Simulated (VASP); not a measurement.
# HfN (Fm-3m) in VASP: notebook, part 2 of 2

VASP 6.6.1. Earlier steps stand in the parts before.

### Step 3. Relaxation of cell and atoms, LDA

This run uses another cell than the first one, of 11.48 Å³/atom, 1.007 times its volume.

The input, INCAR:

```
  ALGO = Normal
  EDIFF = 1E-7
  EDIFFG = -0.01
  ENCUT = 600
  GGA = CA
  IBRION = 2
  ISIF = 3
  ISMEAR = 1
  LASPH = True
  LCHARG = False
  LREAL = False
  LWAVE = False
  NELM = 80
  NSW = 80
  PREC = Accurate
  SIGMA = 0.05
```

The input, KPOINTS:

```
k-points
0
Gamma
  11 11 11
```

The input, POSCAR:

```
HfN
1.0
    0.0000000000      2.2560000000      2.2560000000
    2.2560000000      0.0000000000      2.2560000000
    2.2560000000      2.2560000000      0.0000000000
Hf N
1 1
Direct
    0.0000000000      0.0000000000      0.0000000000
    0.5000000000      0.5000000000      0.5000000000
```

Potentials or basis: VASP PAW LDA potentials, release 64 (Hf_pv, N).

Command:

```console
$ cat potpaw_LDA.64/Hf_pv/POTCAR potpaw_LDA.64/N/POTCAR > POTCAR
$ mpirun -np 1 vasp_std > vasp.out
```

OUTCAR:

```text
EDIFF = 1E-7
   EDIFFG = -0.01
   ENCUT = 600
   GGA = CA
   IBRION = 2
   ISIF = 3
   ISMEAR = 1
   LASPH = True
   LREAL = False
   NELM = 80
   NSW = 80
   PREC = Accurate

 ion  position               nearest neighbor table
   1  0.000  0.000  0.000-   2 2.26   2 2.26   2 2.26   2 2.26   2 2.26   2 2.26
   2  0.500  0.500  0.500-   1 2.26   1 2.26   1 2.26   1 2.26   1 2.26   1 2.26

  LATTYP: Found a face centered cubic cell.
 ALAT       =     4.5120000000

  Lattice vectors:

 A1 = (   0.0000000000,   2.2560000000,   2.2560000000)
 A2 = (   2.2560000000,   0.0000000000,   2.2560000000)
 A3 = (   2.2560000000,   2.2560000000,   0.0000000000)

Analysis of symmetry for initial positions (statically):
=====================================================================
 Subroutine PRICEL returns:
[... 302 lines left out ...]
      3     -22.2550      2.00000
      4      -8.9130      2.00000
      5       5.5482      2.00000
      6       5.5482      2.00000
      7       5.5482      2.00000
      8       8.1227      2.00000
      9       8.1227      2.00000
     10       8.1227      2.00000
     11      10.5358      0.00000
[... 309 lines left out ...]
 k-point    24 :      -0.1818    0.1818    0.0000
  band No.  band energies     occupation
      1     -22.8913      2.00000
      2     -22.4881      2.00000
      3     -22.2940      2.00000
      4      -7.2328      2.00000
      5       1.4672      2.00000
      6       2.8789      2.00000
      7       3.7144      2.00000
      8       9.4304     -0.00000
      9       9.6004      0.00000
     10      11.7757      0.00000
     11      12.0293      0.00000

 [... further k-points ...]

------------------------ aborting loop because EDIFF is reached ----------------------------------------

  FORCE on cell =-STRESS in cart. coord.  units (eV):
  Direction    XX          YY          ZZ          XY          YZ          ZX
  --------------------------------------------------------------------------------------
  -------------------------------------------------------------------------------------
  Total       -0.0021720     -0.0021720     -0.0021720     -0.0000000      0.0000000      0.0000000
  in kB       -0.1566710     -0.1566710     -0.1566710     -0.0000000      0.0000000      0.0000000
  external PRESSURE =      -0.1566710 kB  Pullay stress =       0.0000000 kB
[... 17 lines left out ...]
  FREE ENERGIE OF THE ION-ELECTRON SYSTEM (eV)
  ---------------------------------------------------
  free  energy   TOTEN  =       -23.8644930794 eV

  energy  without entropy=      -23.8646572911  energy(sigma->0) =      -23.86454782

 reached required accuracy - stopping structural energy minimisation
```

CONTCAR:

```text
HfN
   1.00000000000000
     0.0000000000000000    2.2310796373774395    2.2310796373774395
     2.2310796373774395    0.0000000000000000    2.2310796373774395
     2.2310796373774395    2.2310796373774395   -0.0000000000000000
  Hf              N
     1     1
Direct
     1.0000000000000000    1.0000000000000000    1.0000000000000000
     0.5000000000000000    0.5000000000000000    0.5000000000000000

  0.00000000E+00  0.00000000E+00  0.00000000E+00
  0.00000000E+00  0.00000000E+00  0.00000000E+00
```

It took 78 s on 1 thread of AMD EPYC 7R43 (Zen 3), shared host; peak memory 0.13 GiB.

Results:

| Quantity | Value |
| --- | --- |
| Free energy | -23.8645 eV |
| Relaxed volume | 11.11 Å³/atom |
| Relaxed cell | a = 3.155 Å, b = 3.155 Å, c = 3.155 Å, α = 60.00°, β = 60.00°, γ = 60.00° |
| Space group after relaxing (to 0.05 Å) | Fm-3m (No. 225) |
| Energy gained by relaxing | 11.6 meV/atom |
| Ionic steps | 4 |
| Pressure after relaxing | 0.0 GPa |

The path:
| step | energy change (eV) | largest force (eV/Å) | pressure (GPa) | volume (Å³) |
| --- | --- | --- | --- | --- |
| 1 | 0.0000 | 0.0000 | -9.56 | 22.96 |
| 2 | 0.0794 | 0.0000 | 24.07 | 20.76 |
| 3 | -0.0232 | 0.0000 | -0.24 | 22.23 |
| 4 | -0.0232 | 0.0000 | -0.02 | 22.21 |

Final structure:
```cif
data_structure
_symmetry_space_group_name_H-M 'P 1'
_symmetry_Int_Tables_number 1
_cell_length_a 3.1552
_cell_length_b 3.1552
_cell_length_c 3.1552
_cell_angle_alpha 60.000
_cell_angle_beta 60.000
_cell_angle_gamma 60.000
_cell_volume 22.21
loop_
_atom_site_label
_atom_site_type_symbol
_atom_site_fract_x
_atom_site_fract_y
_atom_site_fract_z
_atom_site_occupancy
Hf1 Hf 0.00000 0.00000 0.00000 1
N1 N 0.50000 0.50000 0.50000 1
```

Caveat: spin-orbit coupling is left out, which moves the levels of the heavy elements. Zero-point motion and thermal expansion aren't in these numbers.

### Step 4. Relaxation of cell and atoms, revPBE+D3(BJ)

This run uses another cell than the first one, of 11.48 Å³/atom, 1.007 times its volume.

The input, INCAR:

```
SYSTEM = HfN
PREC = Accurate ; ENCUT = 600
EDIFF = 1E-7 ; ISMEAR = 1
SIGMA = 0.05 ; LREAL = .FALSE.
LASPH = .TRUE. ; NELM = 60
ALGO = Normal ; ISIF = 3
LWAVE = .FALSE. ; LCHARG = .FALSE.
GGA = RE ; IVDW = 12
IBRION = 2 ; NSW = 80
EDIFFG = -0.01
```

The input, KPOINTS:

```
regular mesh
0
G
  11 11 11
  0 0 0
```

POSCAR is that of step 3.

Potentials or basis: VASP PAW PBE potentials, release 64 (Hf_pv, N).

Command:

```console
$ cat potpaw_PBE.64/Hf_pv/POTCAR potpaw_PBE.64/N/POTCAR > POTCAR
$ mpirun -np 1 vasp_std > vasp.out
```

Wall time 69 s (1 thread of AMD EPYC 7R43 (Zen 3), shared host); peak memory 0.15 GiB.

It converged, with:

```yaml
Free_energy: -22.3562 eV
Relaxed_volume: 11.35 Å³/atom
Relaxed_cell: a = 3.179 Å, b = 3.179 Å, c = 3.179 Å, α = 60.00°, β = 60.00°, γ = 60.00°
Space_group_after_relaxing_to_0.05_Å: Fm-3m (No. 225)
Energy_gained_by_relaxing: 1.3 meV/atom
Ionic_steps: 3
Pressure_after_relaxing: 0.0 GPa
Dispersion_energy_per_atom: -0.722 eV
```

The path:
```
step  energy change (eV)  largest force (eV/Å)  pressure (GPa)  volume (Å³)
   1              0.0000                0.0000           -3.09        22.96
   2              0.0066                0.0000            6.29        22.23
   3             -0.0025                0.0000           -0.01        22.71
```

Final structure:
```cif
data_structure
_symmetry_space_group_name_H-M 'P 1'
_symmetry_Int_Tables_number 1
_cell_length_a 3.1786
_cell_length_b 3.1786
_cell_length_c 3.1786
_cell_angle_alpha 60.000
_cell_angle_beta 60.000
_cell_angle_gamma 60.000
_cell_volume 22.71
loop_
_atom_site_label
_atom_site_type_symbol
_atom_site_fract_x
_atom_site_fract_y
_atom_site_fract_z
_atom_site_occupancy
Hf1 Hf 0.00000 0.00000 0.00000 1
N1 N 0.50000 0.50000 0.50000 1
```

Levels at points of the mesh, in eV from the Fermi level:
```csv
k point,band 4,band 5,band 6,band 7,band 8,band 9,band 10,band 11
"(0.00, 0.00, 0.00)",-17.60,-3.00,-3.00,-3.00,-0.29,-0.29,-0.29,1.98
```

Caveat: the PAW data sets were made with another functional, which shifts forces and pressure a little; spin-orbit coupling is left out, which moves the levels of the heavy elements; pairwise dispersion overbinds metals, which lowers pressure and volume.

### Step 5. Relaxation of cell and atoms, PBEsol

This run uses another cell than the first one, of 11.48 Å³/atom, 1.007 times its volume.

The input, INCAR:

```
PREC = Accurate ; ENCUT = 600
EDIFF = 1E-6 ; ISMEAR = 1
SIGMA = 0.05 ; LREAL = False
LASPH = True ; NELM = 60
ALGO = Normal ; ISIF = 3
LWAVE = False ; LCHARG = False
GGA = PS ; IBRION = 2
NSW = 80 ; EDIFFG = -0.01
```

The input, KPOINTS:

```
Automatic mesh
0
Gamma
  11 11 11
```

POSCAR is that of step 4.

Command:

```console
$ cat potpaw_PBE.64/Hf_pv/POTCAR potpaw_PBE.64/N/POTCAR > POTCAR
$ mpirun -np 1 vasp_std > vasp.out
```

Run time: 61 s. Hardware: 1 thread of AMD EPYC 7R43 (Zen 3), shared host; peak memory 0.14 GiB.

Results (log left out):

| Item | Value |
| --- | --- |
| Free energy | -22.9893 eV |
| Relaxed volume | 11.32 Å³/atom |
| Relaxed cell | a = 3.175 Å, b = 3.175 Å, c = 3.175 Å, α = 60.00°, β = 60.00°, γ = 60.00° |
| Space group after relaxing (to 0.05 Å) | Fm-3m (No. 225) |
| Energy gained by relaxing | 2.2 meV/atom |
| Ionic steps | 3 |
| Pressure after relaxing | 0.0 GPa |

The path:
```csv
step,energy change (eV),largest force (eV/Å),pressure (GPa),volume (Å³)
1,0.0000,0.0000,-4.16,22.96
2,0.0130,0.0000,8.94,21.99
3,-0.0044,0.0000,-0.03,22.63
```

Final structure:
```cif
data_structure
_symmetry_space_group_name_H-M 'P 1'
_symmetry_Int_Tables_number 1
_cell_length_a 3.1750
_cell_length_b 3.1750
_cell_length_c 3.1750
_cell_angle_alpha 60.000
_cell_angle_beta 60.000
_cell_angle_gamma 60.000
_cell_volume 22.63
loop_
_atom_site_label
_atom_site_type_symbol
_atom_site_fract_x
_atom_site_fract_y
_atom_site_fract_z
_atom_site_occupancy
Hf1 Hf 0.00000 0.00000 0.00000 1
N1 N 0.50000 0.50000 0.50000 1
```

Levels at points of the mesh, in eV from the Fermi level:
```
           k point  band 4  band 5  band 6  band 7  band 8  band 9  band 10  band 11
(0.00, 0.00, 0.00)  -17.47   -2.93   -2.93   -2.93   -0.31   -0.31    -0.31     2.07
```

Caveat: the PAW data sets were made with another functional, which shifts forces and pressure a little; spin-orbit coupling is left out, which moves the levels of the heavy elements.

### Step 6. The runs side by side

```csv
task,level,potentials or basis,cell,cutoff (eV),gap on the mesh (eV),pressure (GPa),relaxed volume (Å³/atom)
single point,PBEsol,"VASP PAW PBE potentials, release 64 (Hf_pv, N)","a = 3.183 Å, angles 60.0°, 2 atoms",520,none,-2.1,-
relaxation of cell and atoms,LDA,"VASP PAW LDA potentials, release 64 (Hf_pv, N)","relaxed from a = 3.190 Å, angles 60.0°, 2 atoms",600,none,0.0,11.11
relaxation of cell and atoms,revPBE+D3(BJ),"VASP PAW PBE potentials, release 64 (Hf_pv, N)","relaxed from a = 3.190 Å, angles 60.0°, 2 atoms",600,none,0.0,11.35
relaxation of cell and atoms,PBEsol,"VASP PAW PBE potentials, release 64 (Hf_pv, N)","relaxed from a = 3.190 Å, angles 60.0°, 2 atoms",600,none,0.0,11.32
```

Alike in all rows: no spin polarisation; k mesh 11 × 11 × 11; smearing methfessel-paxton 0.05 eV.

Caveats: spin-orbit coupling is left out, which moves the levels of the heavy elements; the PAW data sets were made with another functional, which shifts forces and pressure a little (some runs); pairwise dispersion overbinds metals, which lowers pressure and volume (some runs).

Total energies depend on the potentials used, so only differences within one code and one set of settings carry meaning.
